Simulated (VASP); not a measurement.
LaNb2O2:

```
La Nb O
1.0
     3.87596    0.00000    0.00000
     0.00000    4.07890    0.00000
     0.00000    0.00000    4.97592
La Nb O
1 2 2
Direct
  0.00000 0.50000 0.00000
  0.50000 0.50000 0.77479
  0.50000 0.50000 0.22521
  0.50000 0.50000 0.50000
  0.00000 0.00000 0.50000
```

| Quantity | Value |
| --- | --- |
| Program | VASP 6.6.1 |
| Task | relaxation of cell and atoms |
| Functional | PBE |
| Potentials or basis | VASP PAW PBE potentials, release 64 (La, Nb_sv, O) |
| Cutoff | 600 eV |
| k mesh | 4 × 4 × 4 |
| Occupations | gaussian, width 0.1 eV |
| Spin | no spin polarisation |

At the start: pressure 144.3 GPa; volume 15.73 Å³/atom.

**Question.** How do energy, volume and symmetry change on relaxing?

**Answer.** Over 54 steps the energy falls by 5049.0 meV/atom and the volume is 20.03 Å³/atom (+27.3 %); space group Pmmm (No. 47, to 0.05 Å).

Step by step:
| step | energy change (eV) | largest force (eV/Å) | pressure (GPa) | volume (Å³) |
| --- | --- | --- | --- | --- |
| 1 | 0.0000 | 36.2776 | 144.27 | 78.67 |
| 3 | 393.0203 | 2413.5812 | 634.49 | 155.86 |
| 5 | 46.7188 | 2.1866 | -53.89 | 353.87 |
| 7 | 44.7836 | 2.1836 | -53.46 | 347.08 |
| 9 | 32.3428 | 2.1543 | -50.21 | 301.76 |
| 11 | 29.5479 | 2.1329 | -49.31 | 291.07 |
| 13 | 28.8682 | 2.1256 | -49.09 | 288.43 |
| 15 | 28.6994 | 2.1242 | -49.04 | 287.78 |
| 17 | 28.6573 | 2.1235 | -49.02 | 287.61 |
| 19 | 28.6468 | 2.1239 | -49.02 | 287.57 |
| 21 | 28.6441 | 2.1244 | -49.02 | 287.56 |
| 23 | 27.4013 | 2.0747 | -48.21 | 285.17 |
| 25 | 17.3346 | 1.6648 | -41.51 | 264.02 |
| 27 | -9.1498 | 1.4445 | -24.90 | 186.23 |
| 29 | -19.4303 | 3.2871 | -13.87 | 137.83 |
| 31 | -22.8698 | 10.7477 | 4.09 | 111.03 |
| 33 | -23.2915 | 7.3887 | -1.94 | 113.97 |
| 35 | -24.4092 | 4.6112 | 1.05 | 113.68 |
| 37 | -24.7642 | 0.3169 | -3.20 | 113.81 |
| 39 | -24.8435 | 0.7906 | -0.24 | 109.90 |
| 41 | -24.8706 | 0.6632 | 0.97 | 108.08 |
| 43 | -24.9810 | 1.7089 | 2.89 | 102.71 |
| 45 | -25.1194 | 1.5091 | 1.77 | 101.06 |
| 47 | -25.1824 | 1.6998 | 0.84 | 99.27 |
| 49 | -25.2246 | 0.9340 | 0.88 | 99.11 |
| 51 | -25.2435 | 0.0365 | 0.63 | 99.66 |
| 53 | -25.2448 | 0.0591 | 0.00 | 100.13 |
| 54 | -25.2450 | 0.0276 | 0.01 | 100.17 |

Final structure:
```xyz
5
Lattice="5.5717 0.0000 0.0000 0.0000 3.0523 0.0000 0.0000 0.0000 5.8900" Properties=species:S:1:pos:R:3 pbc="T T T"
La    5.5717    1.5261    5.8900
Nb    2.7859    1.5261    1.1326
Nb    2.7859    1.5261    4.7574
O     2.7859    1.5261    2.9450
O     5.5717    0.0000    2.9450
```

Caveat: the k points lie up to 0.51 Å⁻¹ apart in the final cell; the volume moved by over 15 % at a fixed basis, so the end points are rough; an odd number of electrons without spin polarisation forces a metal; a magnetic or distorted state may lie lower.
